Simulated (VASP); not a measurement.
Runs of VASP 6.6.1 on AgCl (CsCl type). The structure is that of space group Pm-3m (No. 221), or close to it. The cells are those of the table. 

| cell | smearing | gap on the mesh (eV) | pressure (GPa) |
| --- | --- | --- | --- |
| a = 3.331 Å, 2 atoms | fermi-dirac 0.08 eV | 0.47 | -0.1 |
| a = 2.778 Å, 2 atoms | fermi-dirac 0.08 eV | (c) | 146.9 |
| a = 2.929 Å, 2 atoms | fermi-dirac 0.08 eV | (a) | 68.9 |
| a = 3.066 Å, 2 atoms | fermi-dirac 0.08 eV | (b) | 30.9 |
| a = 3.331 Å, 2 atoms | methfessel-paxton 0.15 eV | 0.47 | -0.1 |
| a = 3.192 Å, 2 atoms | fermi-dirac 0.08 eV | 0.62 | 11.5 |

Alike in all rows: task single point; level PBEsol; potentials or basis VASP PAW PBE potentials, release 64 (Ag, Cl); no spin polarisation; k mesh 13 × 13 × 13; cutoff (eV) 520.

**Question.** Fill in the values left out.

**Answer.** (a) 1.35; (b) 0.88; (c) 1.71.

Caveats: the PAW data sets were made with another functional, which shifts forces and pressure a little; an odd mesh through Γ misses points on the zone boundary, where band edges can lie; the cell stands under pressure (at least some runs).

A k mesh can miss the band edges, and the runs leave out spin-orbit coupling on Ag.
